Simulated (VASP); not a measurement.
Runs of VASP 6.6.1 on Cr. It takes space group Im-3m (No. 229, cubic). The conventional cell has a = 2.884 Å, b = 2.884 Å, c = 2.884 Å, α = 90.00°, β = 90.00°, γ = 90.00°. Within 3.3 Å of Cr (site symmetry m-3m) lie 14 Cr at 2.50 to 2.88 Å. 

```csv
spin,fixed moment (μB),pressure (GPa),moment (μB)
"collinear, ferromagnetic start",2.9,44.3,2.90
"collinear, ferromagnetic start",2.2,(a),2.20
"collinear, zero start",0.0,(b),0.00
"collinear, ferromagnetic start",1.4,6.1,1.40
"collinear, ferromagnetic start",0.7,-4.9,0.70
"collinear, ferromagnetic start",3.6,67.5,3.60
```

Alike in all rows: task single point; level PBE; potentials or basis VASP PAW PBE potentials, release 64 (Cr_pv); cell as given; k mesh 13 × 13 × 13; cutoff (eV) 520; smearing methfessel-paxton 0.1 eV.

Task: Estimate the missing entries.

Result: (a) 23.8; (b) -9.4.

Caveats: the total moment is fixed, so each spin has its own Fermi level.
